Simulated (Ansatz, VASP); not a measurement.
**One calculation of Sb, two programs**

File INCAR:

```
PREC = Accurate ; ENCUT = 520
EDIFF = 1E-6 ; ISMEAR = 0
SIGMA = 0.15 ; LREAL = False
LASPH = True ; NELM = 60
ALGO = Normal ; ISIF = 2
LWAVE = False ; LCHARG = False
GGA = PS ; NBANDS = 8
```

File KPOINTS:

```
Automatic mesh
0
Gamma
  18 18 18
```

File POSCAR:

```
Sb
1.0
    0.0000000000      2.3712425216      2.3712425216
    2.1341182694      0.0000000000      2.3712425216
    2.1341182694      2.3712425216      0.0000000000
Sb
1
Direct
    0.0000000000      0.0000000000      0.0000000000
```

Input for Ansatz:

```yaml
crystal:
  lattice:
    - [0.0, 2.3712425216, 2.3712425216]
    - [2.1341182694, 0.0, 2.3712425216]
    - [2.1341182694, 2.3712425216, 0.0]
  atoms:
    - { symbol: Sb, position: [0.0, 0.0, 0.0] }
basis:
  ecutwfc: 420
kpoints:
  mp_grid: { grid: [18, 18, 18] }
hamiltonian:
  xc: pbesol
scf:
  occupations: { method: gaussian, width: 0.15 }
output:
  forces: true
  stress: true
  eigenvalues: true
```

Change from the starting cell: strain -0.1000 x Voigt [1, 0, 0, 0, 0, 0], atoms carried along.

Alike in both runs: task single point; functional PBEsol; k mesh 18 × 18 × 18; occupations gaussian, width 0.15 eV; no spin polarisation.

```csv
,VASP,Ansatz
version,VASP 6.6.1,Ansatz 0.2.0
potentials or method,"VASP PAW PBE potentials, release 64 (Sb), cutoff 520 eV","scalar-relativistic, plane waves, PAW"
valence electrons in the cell,5,15
```

VASP gave:

* gap on the k mesh at the Fermi level (eV): none
* pressure (GPa): 7.2
* traceless stress, the component that is largest in VASP (GPa): -2.46

What did Ansatz give for the same quantities?

gap on the k mesh at the Fermi level (eV): none; pressure (GPa): 7.1; traceless stress, the component that is largest in VASP (GPa): -2.48.

VASP's potentials were made for PBE, not for PBEsol. A gap of «none» marks a metal or a gap that the smearing closes. With one functional, cell and mesh, what is left measures potentials, basis and numerics. VASP's potentials hold 5 valence electrons a cell and Ansatz's 15, so a difference there can come from the potentials and not from the codes.

Spin-orbit coupling is off throughout.
